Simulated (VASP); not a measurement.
Here is a VASP 6.6.1 calculation.

The input INCAR:

```
PREC = Accurate
ENCUT = 520
EDIFF = 1E-6
ISMEAR = -1
SIGMA = 0.1
LREAL = F
LASPH = T
NELM = 80
ALGO = Normal
ISIF = 2
LWAVE = F
LCHARG = F
GGA = PS
NBANDS = 17
```

KPOINTS

```
regular mesh
0
Gamma
  15 15 15
```

POSCAR

```
Al2Ru
1.0
   -1.5604216200      1.5604216200      4.2218055900
    1.5604216200     -1.5604216200      4.2218055900
    1.5604216200      1.5604216200     -4.2218055900
Al Ru
2 1
Direct
    0.6592021900      0.6592021900      0.0000000000
    0.3407978100      0.3407978100      0.0000000000
    0.0000000000      0.0000000000      0.0000000000
```

Potentials or basis: VASP PAW PBE potentials, release 64 (Al, Ru_pv).

The run is started by

```bash
$ cat potpaw_PBE.64/Al/POTCAR potpaw_PBE.64/Ru_pv/POTCAR > POTCAR
$ mpirun -np 1 vasp_std > vasp.out
```

Predict the band gap on the k mesh.

zero (bands 10 and 11 overlap by 0.08 eV).

Estimate the pressure.

-0.3 GPa.

Predict the largest force.

0.067 eV/Å.

Stress tensor (GPa, compression positive):
```
 0.02  0.00  0.00
 0.00  0.02  0.00
 0.00  0.00 -0.94
```

Caveat: the PAW data sets were made with another functional, which shifts forces and pressure a little.
